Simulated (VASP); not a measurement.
# RbGeF3 (Pm-3m) in VASP: notebook, part 2 of 2

VASP 6.6.1.

### 3 Single point, r2SCAN

POSCAR

```
RbGeF3
1.0
    4.4243601843      0.0000000000      0.0000000000
    0.0000000000      4.4243601843      0.0000000000
    0.0000000000      0.0000000000      4.4243601843
Rb Ge F
1 1 3
Direct
    0.0000000000      0.0000000000      0.0000000000
    0.5000000000      0.5000000000      0.5000000000
    0.5000000000      0.5000000000      0.0000000000
    0.5000000000      0.0000000000      0.5000000000
    0.0000000000      0.5000000000      0.5000000000
```

INCAR.step1

```
PREC     = Accurate       # precision mode
ENCUT    = 520            # plane-wave cutoff, eV
ISMEAR   = 0              # smearing method
SIGMA    = 0.01           # smearing width, eV
LREAL    = F              # projectors in reciprocal space
LASPH    = T              # aspherical terms in the spheres
NELM     = 60             # most SCF steps
NBANDS   = 30             # bands
GGA      = PE             # functional
ALGO     = Normal         # electronic algorithm
EDIFF    = 1E-4           # SCF threshold, eV
LWAVE    = T              # write WAVECAR
LCHARG   = F              # write CHGCAR
```

INCAR.step2

```
PREC     = Accurate       # precision mode
ENCUT    = 520            # plane-wave cutoff, eV
EDIFF    = 1E-6           # SCF threshold, eV
ISMEAR   = 0              # smearing method
SIGMA    = 0.01           # smearing width, eV
LREAL    = F              # projectors in reciprocal space
LASPH    = T              # aspherical terms in the spheres
NELM     = 60             # most SCF steps
ALGO     = Normal         # electronic algorithm
ISIF     = 2              # what is computed and relaxed
LWAVE    = F              # write WAVECAR
LCHARG   = T              # write CHGCAR
METAGGA  = R2SCAN         # meta-GGA
LMIXTAU  = T            
LELF     = T              # ELF
LVHAR    = T            
NBANDS   = 30             # bands
ISTART   = 1
```

KPOINTS

```
regular mesh
0
Gamma
  6 6 6
```

Potentials or basis: VASP PAW PBE potentials, release 64 (Rb_sv, Ge_d, F).

The run is started by

```sh
> cat potpaw_PBE.64/Rb_sv/POTCAR potpaw_PBE.64/Ge_d/POTCAR potpaw_PBE.64/F/POTCAR > POTCAR
> cp INCAR.step1 INCAR
> mpirun -np 1 vasp_std > vasp.out
> cp INCAR.step2 INCAR
> mpirun -np 1 vasp_std > vasp.out
```

OUTCAR:

```text
PREC = Accurate
   ENCUT = 520
   EDIFF = 1E-6
   ISMEAR = 0
   LREAL = F
   LASPH = T
   NELM = 60
   ISIF = 2
   METAGGA = R2SCAN
   ISTART = 1

 ion  position               nearest neighbor table
   1  0.000  0.000  0.000-   3 3.13   4 3.13   5 3.13   4 3.13   5 3.13   3 3.13   5 3.13   5 3.13
                             3 3.13   4 3.13   4 3.13   3 3.13   2 3.83   2 3.83   2 3.83   2 3.83
   2  0.500  0.500  0.500-   3 2.21   4 2.21   5 2.21   3 2.21   4 2.21   5 2.21   1 3.83   1 3.83
                             1 3.83   1 3.83   1 3.83   1 3.83   1 3.83   1 3.83
   3  0.500  0.500  0.000-   2 2.21   2 2.21   1 3.13   1 3.13   1 3.13   1 3.13
   4  0.500  0.000  0.500-   2 2.21   2 2.21   1 3.13   1 3.13   1 3.13   1 3.13
   5  0.000  0.500  0.500-   2 2.21   2 2.21   1 3.13   1 3.13   1 3.13   1 3.13

  LATTYP: Found a simple cubic cell.
 ALAT       =     4.4243601843

  Lattice vectors:

 A1 = (   4.4243601843,   0.0000000000,   0.0000000000)
 A2 = (   0.0000000000,   4.4243601843,   0.0000000000)
 A3 = (   0.0000000000,   0.0000000000,   4.4243601843)

Analysis of symmetry for initial positions (statically):
=====================================================================
 Subroutine PRICEL returns:
 Original cell was already a primitive cell.

 Routine SETGRP: Setting up the symmetry group for a
 simple cubic supercell.

 Subroutine GETGRP returns: Found 48 space group operations
 (whereof 48 operations were pure point group operations)
 out of a pool of 48 trial point group operations.

The static configuration has the point symmetry O_h .

Analysis of symmetry for dynamics (positions and initial velocities):
=====================================================================
 Subroutine PRICEL returns:
 Original cell was already a primitive cell.

 Routine SETGRP: Setting up the symmetry group for a
[... 125 lines left out ...]
   IMIX   =      4    mixing-type and parameters
     AMIX     =   0.40;   BMIX     =  1.00
     AMIX_MAG =   1.60;   BMIX_MAG =  1.00
  volume/ion in A,a.u.               =      17.32       116.89
  Fermi-wavevector in a.u.,A,eV,Ry     =   1.306297  2.468543 23.217141  1.706412
  Thomas-Fermi vector in A             =   2.437108
   LORBIT       =      0    0 simple, 1 ext, 2 COOP (PROOUT), +10 PAW based schemes
   METAGGA = R2SCAN    functional components
   LHFCALC =     F    Hartree Fock is set to
   AEXX    =    0.0000 exact exchange contribution
   IVDW    =     0    specifies the selected vdW correction
   LEPSILON=     F    determine dielectric tensor
   LRPA    =     F    only Hartree local field effects (RPA)
 non-spin polarized calculation
 Gauss-broadening in eV      SIGMA  =   0.01
  energy-cutoff  :      520.00
  volume of cell :       86.61
 maximum number of plane-waves:      2360
 NGX is ok and might be reduce to    36
   NGX = 17   NGY = 17   NGZ = 17

 number of electron      43.9999977 magnetization

 Free energy of the ion-electron system (eV)
  ---------------------------------------------------
  ext. energy  EPLUGINS =         0.00000000
  ---------------------------------------------------
  free energy    TOTEN  =       -49.25113118 eV

  energy without entropy =      -49.25113118  energy(sigma->0) =      -49.25113118

 E-fermi :   2.5393     XC(G=0):  -9.6599

 val. band max:        2.3910569471   @ k =   0.5000   0.5000   0.5000
 cond. band min:       4.4487038368   @ k =   0.5000   0.5000   0.5000
 fundamental gap:      2.0576468896
 Fermi energy:         2.5393338298

 k-point     1 :       0.0000    0.0000    0.0000
  band No.  band energies     occupation
      1     -25.6845      2.00000
      2     -23.9733      2.00000
      3     -23.9733      2.00000
      4     -23.6644      2.00000
      5     -23.6644      2.00000
      6     -23.6644      2.00000
[... 649 lines left out ...]
     29      11.1107      0.00000
     30      11.5879      0.00000

------------------------ aborting loop because EDIFF is reached ----------------------------------------

  FORCE on cell =-STRESS in cart. coord.  units (eV):
  Direction    XX          YY          ZZ          XY          YZ          ZX
  --------------------------------------------------------------------------------------
  -------------------------------------------------------------------------------------
  Total       -0.0744999     -0.0744999     -0.0744999      0.0000000      0.0000000      0.0000000
  in kB       -1.3782080     -1.3782080     -1.3782080      0.0000000      0.0000000      0.0000000
  external PRESSURE =      -1.3782080 kB  Pullay stress =       0.0000000 kB

 VOLUME and BASIS-vectors are now :
 -----------------------------------------------------------------------------
  energy-cutoff  :      520.00
  volume of cell :       86.61
      direct lattice vectors                 reciprocal lattice vectors
     4.424360184  0.000000000  0.000000000     0.226021381  0.000000000  0.000000000
     0.000000000  4.424360184  0.000000000     0.000000000  0.226021381  0.000000000
     0.000000000  0.000000000  4.424360184     0.000000000  0.000000000  0.226021381

 POSITION                                       TOTAL-FORCE (eV/Angst)
 -----------------------------------------------------------------------------------
      0.00000      0.00000      0.00000         0.000000      0.000000      0.000000
      2.21218      2.21218      2.21218         0.000000      0.000000      0.000000
      2.21218      2.21218      0.00000         0.000000      0.000000      0.000000
      2.21218      0.00000      2.21218         0.000000      0.000000      0.000000
      0.00000      2.21218      2.21218         0.000000      0.000000      0.000000
 -----------------------------------------------------------------------------------
    total drift:                                0.000000      0.000000      0.000000

  FREE ENERGIE OF THE ION-ELECTRON SYSTEM (eV)
  ---------------------------------------------------
  free  energy   TOTEN  =       -49.2511311794 eV

  energy  without entropy=      -49.2511311794  energy(sigma->0) =      -49.25113118
```

OSZICAR.step1:

```text
N       E                     dE             d eps       ncg     rms          rms(c)
DAV:   1     0.430803254163E+03    0.43080E+03   -0.22926E+04  1598   0.265E+03
DAV:   2     0.361682693536E+02   -0.39463E+03   -0.37493E+03  1410   0.783E+02
DAV:   3    -0.217591373839E+02   -0.57927E+02   -0.57425E+02  1344   0.159E+02
DAV:   4    -0.248493656947E+02   -0.30902E+01   -0.30860E+01  1466   0.406E+01
DAV:   5    -0.249694060544E+02   -0.12004E+00   -0.12001E+00  1592   0.751E+00    0.915E+00
DAV:   6    -0.225857309353E+02    0.23837E+01   -0.86586E+00  1640   0.292E+01    0.365E+00
DAV:   7    -0.225917010079E+02   -0.59701E-02   -0.69670E-01  1314   0.507E+00    0.196E+00
DAV:   8    -0.225806494798E+02    0.11052E-01   -0.10251E-01  1382   0.290E+00    0.399E-01
DAV:   9    -0.225801893174E+02    0.46016E-03   -0.14189E-02  1866   0.133E+00    0.136E-01
DAV:  10    -0.225807905918E+02   -0.60127E-03   -0.17299E-03  1574   0.356E-01    0.320E-02
DAV:  11    -0.225807818086E+02    0.87832E-05   -0.80876E-05  1078   0.794E-02
   1 F= -.22580782E+02 E0= -.22580782E+02  d E =-.592313-116
```

It took 6.1 min on 1 thread of Intel Xeon 8259CL, shared host; peak memory 0.24 GiB.

Results:

| Item | Value |
| --- | --- |
| Free energy | -49.2511 eV |
| Pressure | -0.1 GPa |
| Band gap on the k mesh | 2.06 eV |

Levels at points of the mesh, in eV from the valence-band top:
| k point | band 19 | band 20 | band 21 | band 22 | band 23 | band 24 | band 25 | band 26 |
| --- | --- | --- | --- | --- | --- | --- | --- | --- |
| (0.00, 0.00, 0.00) | -5.36 | -5.22 | -5.22 | -5.22 | 4.24 | 5.21 | 5.21 | 6.10 |
| (0.50, 0.00, 0.00) | -5.46 | -5.37 | -5.37 | -2.84 | 2.76 | 5.42 | 5.42 | 6.07 |
| (0.50, 0.50, 0.00) | -5.53 | -5.53 | -4.97 | -1.31 | 2.85 | 2.85 | 5.38 | 6.22 |
| (0.50, 0.50, 0.50) | -4.96 | -4.96 | -4.96 | 0.00 | 2.06 | 2.06 | 2.06 | 8.37 |

Caveat: the PAW data sets were made with another functional, which shifts forces and pressure a little.
